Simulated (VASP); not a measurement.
Runs of VASP 6.6.1 on Se. The structure is that of space group Fd-3m (No. 227), or close to it. The cells are those of the table. 

```tsv
task	cell	k mesh	cutoff (eV)	gap on the mesh (eV)	pressure (GPa)
single point	a = 4.400 Å, angles 60.0°, 2 atoms	10 × 10 × 10	520	none	5.6
single point	a = 4.711 Å, angles 60.0°, 2 atoms	10 × 10 × 10	520	none	(a)
single point	a = 4.529 Å, angles 60.0°, 2 atoms	10 × 10 × 10	520	none	1.6
single point	a = 4.591 Å, angles 60.0°, 2 atoms	9 × 9 × 9	520	none	0.1
single point	a = 4.465 Å, angles 60.0°, 2 atoms	10 × 10 × 10	520	none	(b)
single point	a = 4.591 Å, angles 60.0°, 2 atoms	10 × 10 × 10	520	none	0.1
relaxation of cell and atoms	relaxed from a = 4.367 Å, angles 60.0°, 2 atoms	9 × 9 × 9	600	none	0.0
single point	a = 4.768 Å, angles 60.0°, 2 atoms	10 × 10 × 10	520	none	-2.9
```

Alike in all rows: level BLYP; potentials or basis VASP PAW PBE potentials, release 64 (Se); no spin polarisation; smearing fermi-dirac 0.1 eV.

Q: Fill in the values left out.

A: (a) -2.1; (b) 3.4.

Caveats: the PAW data sets were made with another functional, which shifts forces and pressure a little.

A k mesh can miss the band edges, and the runs leave out spin-orbit coupling on Se.

A gap of «none» marks levels without a gap at the run's occupations.
